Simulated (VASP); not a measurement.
# GaP (F-43m) in VASP: notebook, part 2 of 2

VASP 6.6.1. The steps go on from the part before.

## (5) Single point, r2SCAN

This run uses another cell than the first one, of 19.43 Å³/atom, 1.053 times its volume.

POSCAR reads:

```
GaP
1.0
    2.6882430579      2.6882430579      0.0000000000
   -2.6882430579      2.6882430579      0.0000000000
    0.0000000000      2.6882430579      2.6882430579
Ga P
1 1
Direct
    0.0000000000      0.0000000000      0.0000000000
    0.7500000000      0.2500000000      0.5000000000
```

INCAR.step1 reads:

```
SYSTEM = GaP
ALGO     = Normal         ! electronic algorithm
EDIFF    = 1E-4           ! SCF threshold, eV
ENCUT    = 520            ! plane-wave cutoff, eV
GGA      = PE             ! functional
ISMEAR   = 0              ! smearing method
LASPH    = .True.         ! aspherical terms in the spheres
LCHARG   = .False.        ! write CHGCAR
LREAL    = .False.        ! projectors in reciprocal space
LWAVE    = .True.         ! write WAVECAR
NBANDS   = 16             ! bands
NELM     = 60             ! most SCF steps
PREC     = Accurate       ! precision mode
SIGMA    = 0.01           ! smearing width, eV
```

INCAR.step2 reads:

```
SYSTEM = GaP
ALGO     = Normal         ! electronic algorithm
EDIFF    = 1E-6           ! SCF threshold, eV
ENCUT    = 520            ! plane-wave cutoff, eV
ISIF     = 2              ! what is computed and relaxed
ISMEAR   = 0              ! smearing method
ISTART   = 1            
LASPH    = .True.         ! aspherical terms in the spheres
LCHARG   = .True.         ! write CHGCAR
LELF     = .True.         ! ELF
LMIXTAU  = .True.       
LREAL    = .False.        ! projectors in reciprocal space
LVHAR    = .True.       
LWAVE    = .False.        ! write WAVECAR
METAGGA  = R2SCAN         ! meta-GGA
NBANDS   = 16             ! bands
NELM     = 60             ! most SCF steps
PREC     = Accurate       ! precision mode
SIGMA    = 0.01           ! smearing width, eV
```

KPOINTS reads:

```
k-points
0
Gamma
  8 8 8
  0 0 0
```

Potentials or basis: VASP PAW PBE potentials, release 64 (Ga_d, P).

On the command line:

```bash
$ cat potpaw_PBE.64/Ga_d/POTCAR potpaw_PBE.64/P/POTCAR > POTCAR
$ cp INCAR.step1 INCAR
$ mpirun -np 1 vasp_std > vasp.out
$ cp INCAR.step2 INCAR
$ mpirun -np 1 vasp_std > vasp.out
```

OUTCAR:

```text
SYSTEM = GaP
   EDIFF = 1E-6
   ENCUT = 520
   ISIF = 2
   ISMEAR = 0
   ISTART = 1
   LASPH = .True.
   LREAL = .False.
   METAGGA = R2SCAN
   NELM = 60
   PREC = Accurate

 ion  position               nearest neighbor table
   1  0.000  0.000  0.000-   2 2.33   2 2.33   2 2.33   2 2.33
   2  0.750  0.250  0.500-   1 2.33   1 2.33   1 2.33   1 2.33

  LATTYP: Found a face centered cubic cell.
 ALAT       =     5.3764861158

  Lattice vectors:

 A1 = (   0.0000000000,   2.6882430579,   2.6882430579)
 A2 = (   2.6882430579,   0.0000000000,   2.6882430579)
 A3 = (   2.6882430579,   2.6882430579,   0.0000000000)

Analysis of symmetry for initial positions (statically):
=====================================================================
 Subroutine PRICEL returns:
 Original cell was already a primitive cell.

 Routine SETGRP: Setting up the symmetry group for a
 face centered cubic supercell.

 Subroutine GETGRP returns: Found 24 space group operations
 (whereof 24 operations were pure point group operations)
 out of a pool of 48 trial point group operations.

The static configuration has the point symmetry T_d .
[... 160 lines left out ...]

 E-fermi :   4.9831     XC(G=0): -10.7510

 val. band max:        4.8939881157   @ k =   0.0000   0.0000   0.0000
 cond. band min:       6.7193644336   @ k =   0.5000   0.5000   0.0000
 fundamental gap:      1.8253763179
 Fermi energy:         4.9831000186

 k-point     1 :       0.0000    0.0000    0.0000
  band No.  band energies     occupation
      1     -10.1707      2.00000
      2     -10.1707      2.00000
      3     -10.1706      2.00000
      4     -10.0425      2.00000
      5     -10.0425      2.00000
      6      -8.4550      2.00000
[... 433 lines left out ...]
      3     -10.1175      2.00000
      4     -10.0492      2.00000
      5     -10.0337      2.00000
      6      -5.7016      2.00000
[... 8 lines left out ...]
     15      17.7139      0.00000
     16      18.4034      0.00000

 [... further k-points ...]

------------------------ aborting loop because EDIFF is reached ----------------------------------------

  FORCE on cell =-STRESS in cart. coord.  units (eV):
  Direction    XX          YY          ZZ          XY          YZ          ZX
  --------------------------------------------------------------------------------------
  -------------------------------------------------------------------------------------
  Total        0.9591027      0.9591027      0.9591027      0.0000000      0.0000000     -0.0000000
  in kB       39.5494190     39.5494190     39.5494190      0.0000000      0.0000000     -0.0000000
  external PRESSURE =      39.5494190 kB  Pullay stress =       0.0000000 kB

 VOLUME and BASIS-vectors are now :
 -----------------------------------------------------------------------------
  energy-cutoff  :      520.00
  volume of cell :       38.85
      direct lattice vectors                 reciprocal lattice vectors
     2.688243058  2.688243058  0.000000000     0.185995086  0.185995086 -0.185995086
    -2.688243058  2.688243058  0.000000000    -0.185995086  0.185995086 -0.185995086
     0.000000000  2.688243058  2.688243058     0.000000000  0.000000000  0.371990173

 POSITION                                       TOTAL-FORCE (eV/Angst)
 -----------------------------------------------------------------------------------
      0.00000      0.00000      0.00000        -0.000000      0.000000     -0.000000
      1.34412      4.03236      1.34412         0.000000     -0.000000      0.000000
 -----------------------------------------------------------------------------------
    total drift:                               -0.000030      0.000000     -0.000000

  FREE ENERGIE OF THE ION-ELECTRON SYSTEM (eV)
  ---------------------------------------------------
  free  energy   TOTEN  =       -21.4435800584 eV

  energy  without entropy=      -21.4435800584  energy(sigma->0) =      -21.44358006
```

OSZICAR.step1:

```text
N       E                     dE             d eps       ncg     rms          rms(c)
DAV:   1     0.803202001151E+02    0.80320E+02   -0.88543E+03   960   0.163E+03
DAV:   2    -0.316559669452E+01   -0.83486E+02   -0.79636E+02  1104   0.312E+02
DAV:   3    -0.925270532276E+01   -0.60871E+01   -0.60680E+01  1144   0.649E+01
DAV:   4    -0.935174244425E+01   -0.99037E-01   -0.99022E-01  1184   0.900E+00
DAV:   5    -0.935375235039E+01   -0.20099E-02   -0.20098E-02  1160   0.113E+00    0.445E+00
DAV:   6    -0.910157103627E+01    0.25218E+00   -0.38078E-01  1472   0.110E+01    0.297E+00
DAV:   7    -0.907092672928E+01    0.30644E-01   -0.10377E-01  1224   0.223E+00    0.116E+00
DAV:   8    -0.907116347429E+01   -0.23675E-03   -0.13843E-02  1104   0.144E+00    0.234E-01
DAV:   9    -0.907155694515E+01   -0.39347E-03   -0.13354E-03  1184   0.484E-01    0.759E-02
DAV:  10    -0.907161740843E+01   -0.60463E-04   -0.86943E-05   960   0.129E-01
   1 F= -.90716174E+01 E0= -.90716174E+01  d E =-.267390E-11
```

Wall time 1.9 min (1 thread of Intel Xeon 8259CL, shared host); peak memory 0.17 GiB.

Results:

* Free energy: -21.4436 eV
* Pressure: 4.0 GPa
* Band gap on the k mesh: 1.83 eV, indirect (least direct gap 2.71 eV)

Caveat: the PAW data sets were made with another functional, which shifts forces and pressure a little. r2SCAN opens gaps a little over a GGA but as a rule still falls short of measured ones.

## (6) The runs side by side

```csv
cell,gap on the mesh (eV),pressure (GPa)
"a = 3.737 Å, angles 60.0, 60.0, 90.0°, 2 atoms",1.71,9.9
"a = 3.768 Å, angles 60.0, 60.0, 90.0°, 2 atoms",1.76,7.0
"a = 3.802 Å, angles 60.0, 60.0, 90.0°, 2 atoms",1.83,4.0
```

Alike in all rows: task single point; level r2SCAN; potentials or basis VASP PAW PBE potentials, release 64 (Ga_d, P); no spin polarisation; k mesh 8 × 8 × 8; cutoff (eV) 520; smearing gaussian 0.01 eV.

Caveats: the PAW data sets were made with another functional, which shifts forces and pressure a little.

Absolute energies hang on the potentials; compare differences alone.
